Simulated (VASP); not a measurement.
# MgO (P1) in VASP: single point with r2SCAN

Aim: the single point of MgO with r2SCAN.

Everything below comes from runs of VASP 6.6.1. Logs are shortened: lines on timing, memory, paths and dates and some standing lists are left out, and cuts for length are marked.

### 1 The cell of the first run

The typed cell holds 4 atoms: a = 3.403 Å, b = 3.339 Å, c = 4.991 Å, α = 89.33°, β = 92.16°, γ = 123.34°.

### 2 Single point, r2SCAN (atoms moved at random and the cell strained at random)

POSCAR reads:

```
MgO
1.0
    3.4012134103     -0.0793944373     -0.0707475936
   -1.7693643049      2.8313849105      0.0206544348
   -0.0849938196     -0.0204189794      4.9902099110
Mg O
2 2
Direct
    0.6672109634      0.3312949047      0.7525937039
    0.3298573810      0.6770369848      0.2473323229
    0.6672437058      0.3289198695      0.2531992899
    0.3356879498      0.6627482410      0.7468746833
```

INCAR.step1 reads:

```
ALGO = Normal ; EDIFF = 1E-4
ENCUT = 520 ; GGA = PE
ISMEAR = 0 ; LASPH = T
LCHARG = F ; LREAL = F
LWAVE = T ; NBANDS = 16
NELM = 60 ; PREC = Accurate
SIGMA = 0.05
```

INCAR.step2 reads:

```
ALGO = Normal ; EDIFF = 1E-6
ENCUT = 520 ; ISIF = 2
ISMEAR = 0 ; ISTART = 1
LASPH = T ; LCHARG = F
LMIXTAU = T ; LREAL = F
LWAVE = F ; METAGGA = R2SCAN
NBANDS = 16 ; NELM = 60
PREC = Accurate ; SIGMA = 0.05
```

KPOINTS reads:

```
k-points
0
Gamma
  6 6 6
```

Potentials or basis: VASP PAW PBE potentials, release 64 (Mg, O).

On the command line:

```console
> cat potpaw_PBE.64/Mg/POTCAR potpaw_PBE.64/O/POTCAR > POTCAR
> cp INCAR.step1 INCAR
> mpirun -np 1 vasp_std > vasp.out
> cp INCAR.step2 INCAR
> mpirun -np 1 vasp_std > vasp.out
```

OUTCAR:

```text
EDIFF = 1E-6
   ENCUT = 520
   ISIF = 2
   ISMEAR = 0
   ISTART = 1
   LASPH = T
   LREAL = F
   METAGGA = R2SCAN
   NELM = 60
   PREC = Accurate

 ion  position               nearest neighbor table
   1  0.667  0.331  0.753-   4 1.87   4 1.91   4 1.97   3 2.49   3 2.50   2 3.05   2 3.09   2 3.10
                             2 3.19   2 3.21   2 3.24
   2  0.330  0.677  0.247-   3 1.82   3 1.89   3 2.03   4 2.49   4 2.50   1 3.05   1 3.09   1 3.10
                             1 3.19   1 3.21   1 3.24
   3  0.667  0.329  0.253-   2 1.82   2 1.89   2 2.03   1 2.49   1 2.50
   4  0.336  0.663  0.747-   1 1.87   1 1.91   1 1.97   2 2.49   2 2.50

  LATTYP: Found a triclinic cell.
 ALAT       =     3.4028754548
 B/A-ratio  =     0.9811804003
 C/A-ratio  =     1.4666935379
 COS(alpha) =     0.0117403092
 COS(beta)  =     0.0377130732
 COS(gamma) =     0.5495900069

  Lattice vectors:

 A1 = (   3.4012134103,  -0.0793944373,  -0.0707475936)
 A2 = (   1.7693643049,  -2.8313849105,  -0.0206544348)
 A3 = (   0.0849938196,   0.0204189794,  -4.9902099110)

Analysis of symmetry for initial positions (statically):
=====================================================================
 Subroutine PRICEL returns:
 Original cell was already a primitive cell.

 Routine SETGRP: Setting up the symmetry group for a
 triclinic supercell.

 Subroutine GETGRP returns: Found  1 space group operations
 (whereof  1 operations were pure point group operations)
 out of a pool of  2 trial point group operations.

The static configuration has the point symmetry C_1 .

Analysis of symmetry for dynamics (positions and initial velocities):
=====================================================================
 Subroutine PRICEL returns:
 Original cell was already a primitive cell.

 Routine SETGRP: Setting up the symmetry group for a
 triclinic supercell.

 Subroutine GETGRP returns: Found  1 space group operations
 (whereof  1 operations were pure point group operations)
 out of a pool of  2 trial point group operations.

The dynamic configuration has the point symmetry C_1 .

 Subroutine INISYM returns: Found  1 space group operations
 (whereof  1 operations are pure point group operations),
 and found     1 'primitive' translations

----------------------------------------------------------------------------------------

                                     Primitive cell

  volume of cell :      47.3374

  direct lattice vectors                    reciprocal lattice vectors
     3.401213410 -0.079394437 -0.070747594     0.298487465  0.186485525  0.005846935
    -1.769364305  2.831384911  0.020654435     0.008400109  0.358421634  0.001609664
    -0.084993820 -0.020418979  4.990209911     0.004196972  0.001160353  0.200468603

  length of vectors
     3.402875455  3.338834701  4.990975440     0.352002563  0.358523668  0.200515889

  position of ions in fractional coordinates (direct lattice)
     0.667210963  0.331294905  0.752593704
     0.329857381  0.677036985  0.247332323
     0.667243706  0.328919869  0.253199290
     0.335687950  0.662748241  0.746874683

  ion indices of the primitive-cell ions
   primitive index   ion index
                 1           1
                 2           2
                 3           3
                 4           4

----------------------------------------------------------------------------------------

 KPOINTS: k-points

Automatic generation of k-mesh.
 Grid dimensions read from file:
 generate k-points for:    6    6    6

 Generating k-lattice:

  Cartesian coordinates                     Fractional coordinates (reciprocal lattice)
     0.049747911  0.031080921  0.000974489     0.166666667  0.000000000  0.000000000
     0.001400018  0.059736939  0.000268277    -0.000000000  0.166666667 -0.000000000
     0.000699495  0.000193392  0.033411434    -0.000000000  0.000000000  0.166666667

  Length of vectors
     0.058667094  0.059753945  0.033419315

  Shift w.r.t. Gamma in fractional coordinates (k-lattice)
     0.000000000  0.000000000  0.000000000

 Subroutine IBZKPT returns following result:
 ===========================================

 Found    112 irreducible k-points:

 Following reciprocal coordinates:
            Coordinates               Weight
  0.000000  0.000000  0.000000      1.000000
  0.166667  0.000000  0.000000      2.000000
  0.333333  0.000000  0.000000      2.000000
  0.500000  0.000000  0.000000      1.000000
 -0.000000  0.166667  0.000000      2.000000
  0.166667  0.166667  0.000000      2.000000
[... 16 lines left out ...]
  0.333333 -0.000000  0.166667      2.000000
  0.500000 -0.000000  0.166667      2.000000
 [... further k-points ...]
   k-points           NKPTS =    112   k-points in BZ     NKDIM =    112   number of bands    NBANDS=     16
   number of dos      NEDOS =    301   number of ions     NIONS =      4
   total plane-waves  NPLWV =  31360
   dimension x,y,z NGX =    28 NGY =   28 NGZ =   40
   dimension x,y,z NGXF=    56 NGYF=   56 NGZF=   80
   ions per type =               2   2
   NGX,Y,Z   is equivalent  to a cutoff of  13.68, 13.94, 13.32 a.u.
   NGXF,Y,Z  is equivalent  to a cutoff of  27.36, 27.88, 26.65 a.u.
 SYSTEM =  unknown system
   PREC   = accura    normal or accurate (medium, high low for compatibility)
   ISTART =      1    job   : 0-new  1-cont  2-samecut
   ICHARG =      0    charge: 1-file 2-atom 10-const
   ISPIN  =      1    spin polarized calculation?
   LNONCOLLINEAR =      F non collinear calculations
   LSORBIT =      F    spin-orbit coupling
   LASPH  =      T    aspherical Exc in radial PAW
   ENCUT  =  520.0 eV  38.22 Ry    6.18 a.u.   6.33  6.21  9.28*2*pi/ulx,y,z
   NELM   =     60;   NELMIN=  2; NELMDL=  0     # of ELM steps
   EDIFF  = 0.1E-05   stopping-criterion for ELM
   LREAL  =      F    real-space projection
   EDIFFG = 0.1E-04   stopping-criterion for IOM
   NSW    =      0    number of steps for IOM
   IBRION =     -1    ionic relax: 0-MD 1-quasi-New 2-CG
   NFREE  =      0    steps in history (QN), initial steepest desc. (CG)
   ISIF   =      2    stress and relaxation
   ISYM   =      2    0-nonsym 1-usesym 2-fastsym
   POTIM  = 0.5000    time-step for ionic-motion
   TEBEG  =    0.0;   TEEND  =   0.0 temperature during run
   PSTRESS=    0.0 pullay stress
   NELECT =      16.0000    total number of electrons
   NUPDOWN=      -1.0000    fix difference up-down
   EMIN   =  10.00;   EMAX   =-10.00  energy-range for DOS
   EFERMI =   0.00;   METHOD = LEGACY
   ISMEAR =     0;   SIGMA  =   0.05  broadening in eV -4-tet -1-fermi 0-gaus
   EFERMI_NEDOS =   21; number of points for ismear=-14 and -15
   IALGO  =     38    algorithm
   IMIX   =      4    mixing-type and parameters
     AMIX     =   0.40;   BMIX     =  1.00
     AMIX_MAG =   1.60;   BMIX_MAG =  1.00
  volume/ion in A,a.u.               =      11.83        79.86
  Fermi-wavevector in a.u.,A,eV,Ry     =   1.140372  2.154991 17.693680  1.300449
  Thomas-Fermi vector in A             =   2.277074
   LORBIT       =      0    0 simple, 1 ext, 2 COOP (PROOUT), +10 PAW based schemes
   METAGGA = R2SCAN    functional components
   LHFCALC =     F    Hartree Fock is set to
   AEXX    =    0.0000 exact exchange contribution
   IVDW    =     0    specifies the selected vdW correction
   LEPSILON=     F    determine dielectric tensor
   LRPA    =     F    only Hartree local field effects (RPA)
 non-spin polarized calculation
 Gauss-broadening in eV      SIGMA  =   0.05
  energy-cutoff  :      520.00
  volume of cell :       47.34
 maximum number of plane-waves:      1289
 NGX is ok and might be reduce to    28
   NGX = 13   NGY = 13   NGZ = 19

 number of electron      15.9999999 magnetization

 Free energy of the ion-electron system (eV)
  ---------------------------------------------------
  ext. energy  EPLUGINS =         0.00000000
  ---------------------------------------------------
  free energy    TOTEN  =       -31.25973821 eV

  energy without entropy =      -31.25973821  energy(sigma->0) =      -31.25973821

 E-fermi :   1.5178     XC(G=0): -10.1949

 val. band max:        1.2110962097   @ k =   0.0000   0.0000   0.0000
 cond. band min:       4.7476338761   @ k =   0.0000   0.0000   0.0000
 fundamental gap:      3.5365376664
 Fermi energy:         1.5177909218

 k-point     1 :       0.0000    0.0000    0.0000
  band No.  band energies     occupation
      1     -16.4747      2.00000
      2     -15.6881      2.00000
      3      -2.5025      2.00000
      4      -0.3338      2.00000
      5      -0.1284      2.00000
      6       0.0557      2.00000
[... 8 lines left out ...]
     15      17.6518      0.00000
     16      18.1898      0.00000

 k-point     2 :       0.1667    0.0000    0.0000
  band No.  band energies     occupation
      1     -16.3378      2.00000
      2     -15.6409      2.00000
      3      -2.2318      2.00000
      4      -0.7949      2.00000
      5      -0.4921      2.00000
      6      -0.3333      2.00000
[... 8 lines left out ...]
     15      16.7629      0.00000
     16      17.0684      0.00000

 k-point     3 :       0.3333    0.0000    0.0000
  band No.  band energies     occupation
      1     -16.0248      2.00000
      2     -15.5735      2.00000
      3      -1.9055      2.00000
      4      -1.5333      2.00000
      5      -1.1176      2.00000
      6      -0.6233      2.00000
[... 8 lines left out ...]
     15      15.5882      0.00000
     16      17.2418      0.00000

 k-point     4 :       0.5000    0.0000    0.0000
  band No.  band energies     occupation
      1     -15.8168      2.00000
      2     -15.5849      2.00000
      3      -2.3760      2.00000
      4      -1.4604      2.00000
      5      -0.8664      2.00000
      6      -0.7158      2.00000
[... 8 lines left out ...]
     15      15.1039      0.00000
     16      17.6255      0.00000

 k-point     5 :      -0.0000    0.1667    0.0000
  band No.  band energies     occupation
      1     -16.3312      2.00000
      2     -15.6367      2.00000
      3      -2.2207      2.00000
      4      -0.7236      2.00000
      5      -0.5039      2.00000
      6      -0.3788      2.00000
[... 8 lines left out ...]
     15      16.7560      0.00000
     16      16.9083      0.00000

 k-point     6 :       0.1667    0.1667    0.0000
  band No.  band energies     occupation
      1     -16.0901      2.00000
      2     -15.5741      2.00000
      3      -1.6972      2.00000
      4      -1.4973      2.00000
      5      -1.1742      2.00000
      6      -0.4650      2.00000
[... 8 lines left out ...]
     15      15.4032      0.00000
     16      17.3302      0.00000
[... 267 lines left out ...]
 k-point    21 :       0.0000    0.0000    0.1667
  band No.  band energies     occupation
      1     -16.4255      2.00000
      2     -15.7446      2.00000
      3      -2.3353      2.00000
      4      -0.3093      2.00000
      5      -0.1073      2.00000
      6       0.0291      2.00000
[... 8 lines left out ...]
     15      17.3679      0.00000
     16      18.2732      0.00000

 k-point    22 :       0.1667    0.0000    0.1667
  band No.  band energies     occupation
      1     -16.2858      2.00000
      2     -15.6990      2.00000
      3      -2.1168      2.00000
      4      -0.7905      2.00000
      5      -0.4706      2.00000
      6      -0.3233      2.00000
[... 8 lines left out ...]
     15      16.5186      0.00000
     16      17.0324      0.00000

 k-point    23 :       0.3333   -0.0000    0.1667
  band No.  band energies     occupation
      1     -15.9821      2.00000
      2     -15.6166      2.00000
      3      -2.0828      2.00000
      4      -1.5472      2.00000
      5      -0.8429      2.00000
      6      -0.5813      2.00000
[... 8 lines left out ...]
     15      15.7251      0.00000
     16      17.1478      0.00000

 k-point    24 :       0.5000   -0.0000    0.1667
  band No.  band energies     occupation
      1     -15.8004      2.00000
      2     -15.5975      2.00000
      3      -2.4429      2.00000
      4      -1.6662      2.00000
      5      -0.6965      2.00000
      6      -0.6612      2.00000
[... 8 lines left out ...]
     15      15.2942      0.00000
     16      17.4752      0.00000

 [... further k-points ...]

------------------------ aborting loop because EDIFF is reached ----------------------------------------

  FORCE on cell =-STRESS in cart. coord.  units (eV):
  Direction    XX          YY          ZZ          XY          YZ          ZX
  --------------------------------------------------------------------------------------
  -------------------------------------------------------------------------------------
  Total        0.2231257      5.4019474     -4.1234765      1.9160877      0.1826033      0.8513894
  in kB        7.5518887    182.8337400   -139.5627469     64.8517028      6.1803724     28.8160348
  external PRESSURE =      16.9409606 kB  Pullay stress =       0.0000000 kB

 VOLUME and BASIS-vectors are now :
 -----------------------------------------------------------------------------
  energy-cutoff  :      520.00
  volume of cell :       47.34
      direct lattice vectors                 reciprocal lattice vectors
     3.401213410 -0.079394437 -0.070747594     0.298487465  0.186485525  0.005846935
    -1.769364305  2.831384911  0.020654435     0.008400109  0.358421634  0.001609664
    -0.084993820 -0.020418979  4.990209911     0.004196972  0.001160353  0.200468603

 POSITION                                       TOTAL-FORCE (eV/Angst)
 -----------------------------------------------------------------------------------
      1.61918      0.86968      3.71524        -0.449655      0.686461     -0.177120
     -0.09703      1.88571      1.22489         0.994756     -1.516716      0.167694
      1.66594      0.87315      1.22311        -0.954597      1.493214     -0.206522
     -0.09438      1.83459      3.71700         0.409497     -0.662959      0.215949
 -----------------------------------------------------------------------------------
    total drift:                               -0.001724     -0.009198     -0.000032

  FREE ENERGIE OF THE ION-ELECTRON SYSTEM (eV)
  ---------------------------------------------------
  free  energy   TOTEN  =       -31.2597382075 eV

  energy  without entropy=      -31.2597382075  energy(sigma->0) =      -31.25973821
```

Wall time 7.7 min (1 thread of Intel Xeon 8259CL, shared host); peak memory 0.23 GiB.

What came out:

```yaml
Free_energy: -31.2597 eV
Pressure: 1.7 GPa
Largest_force: 1.822 eV/Å
Band_gap_on_the_k_mesh: 3.54 eV
```

Forces on the atoms (eV/Å):
```
Mg  -0.450  0.686 -0.177
Mg   0.995 -1.517  0.168
O   -0.955  1.493 -0.207
O    0.409 -0.663  0.216
```

Stress tensor (GPa, compression positive):
```
  0.76   6.49   2.88
  6.49  18.28   0.62
  2.88   0.62 -13.96
```

Levels at points of the mesh, in eV from the valence-band top:
| k point | band 6 | band 7 | band 8 | band 9 | band 10 | band 11 |
| --- | --- | --- | --- | --- | --- | --- |
| (0.00, 0.00, 0.00) | -1.16 | -0.96 | 0.00 | 3.54 | 9.32 | 10.64 |
| (0.50, 0.00, 0.00) | -1.93 | -1.12 | -1.04 | 7.95 | 8.74 | 9.03 |
| (0.00, 0.50, 0.00) | -2.01 | -1.25 | -1.03 | 7.85 | 8.68 | 9.17 |
| (0.50, 0.50, 0.00) | -1.68 | -1.08 | -0.88 | 8.14 | 8.72 | 8.91 |
| (0.00, 0.00, 0.50) | -1.33 | -1.19 | -1.10 | 6.29 | 6.45 | 13.25 |
| (0.50, 0.00, 0.50) | -1.50 | -1.17 | -0.92 | 7.47 | 7.73 | 11.48 |
| (0.00, 0.50, 0.50) | -1.60 | -1.05 | -0.98 | 7.47 | 7.65 | 11.46 |
| (0.50, 0.50, 0.50) | -1.27 | -1.17 | -0.98 | 7.60 | 7.72 | 10.95 |

Caveat: the cell differs from its parent crystal (atoms moved at random and the cell strained at random); the PAW data sets were made with another functional, which shifts forces and pressure a little.
